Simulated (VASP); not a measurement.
LiSi16 (a cell with a defect), 17 atoms in the cell. The cell holds a defect, 17 atoms: a = 7.679 Å, b = 7.679 Å, c = 7.679 Å, α = 60.00°, β = 60.00°, γ = 60.00°. 

| Item | Value |
| --- | --- |
| Program | VASP 6.6.1 |
| Task | single point |
| Functional | LDA |
| Potentials or basis | VASP PAW LDA potentials, release 64 (Si, Li_sv) |
| Cutoff | 520 eV |
| k mesh | 2 × 2 × 2 |
| Occupations | gaussian, width 0.02 eV |
| Spin | no spin polarisation |
| Dipole correction | no |
| Charge | 1 |
| Further INCAR settings | LREAL = Auto; ALGO = Normal; EDIFF = 1e-06; NBANDS = 48; NELECT = 66.0 |

Potentials or basis: VASP PAW LDA potentials, release 64 (Si, Li_sv).

Run with:

```sh
$ cat potpaw_LDA.64/Si/POTCAR potpaw_LDA.64/Li_sv/POTCAR > POTCAR
$ mpirun -np 1 vasp_std > vasp.out
```

Hardware: 1 thread of Intel(R) Xeon(R) Platinum 8259CL CPU @ 2.50GHz (Skylake/Cascade Lake) (shared host).

Q: Estimate the wall time of this run.

A: It took 4.7 min on 1 thread of Intel(R) Xeon(R) Platinum 8259CL CPU @ 2.50GHz (Skylake/Cascade Lake), with other jobs on the host, peak memory 0.39 GiB. Counts: scf iterations 13, k points 8.
